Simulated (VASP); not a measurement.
Ge: single point with PBE

The system is Ge.

```
Ge
1.0
     2.87883    0.00000    0.00000
    -1.43941    2.49314    0.00000
     0.00000    0.00000    2.69353
Ge
1
Direct
  0.00000 0.00000 0.50000
```

This isn't the form of Ge at room conditions, which is diamond.

```yaml
Program: VASP 6.6.1
Task: single point
Functional: PBE
Potentials_or_basis: VASP PAW PBE potentials, release 64 (Ge_d)
Cutoff: 520 eV
k_mesh: 24 × 24 × 20
Occupations: gaussian, width 0.1 eV
Spin: no spin polarisation
```

```
Pressure               : -0.2 GPa
Band gap on the k mesh : zero (bands 7 and 8 overlap by 10.10 eV)
```

Levels at points of the mesh, in eV from the Fermi level:
```
           k point  band 4  band 5  band 6  band 7  band 8  band 9  band 10  band 11
(0.00, 0.00, 0.00)  -24.53  -24.53  -12.98    6.63    8.12    8.12    10.17    14.04
(0.50, 0.00, 0.00)  -24.55  -24.54   -8.11   -5.45    4.07    8.06    10.36    16.35
(0.00, 0.00, 0.50)  -24.60  -24.56   -9.19   -5.77   10.97   10.97    16.52    17.40
(0.50, 0.00, 0.50)  -24.55  -24.46   -3.96   -2.37   -1.83    3.48     6.95    12.28
```

It took 64 s on 1 thread of Intel(R) Xeon(R) Platinum 8375C CPU @ 2.90GHz (Ice Lake), on a shared host, peak memory 0.26 GiB.
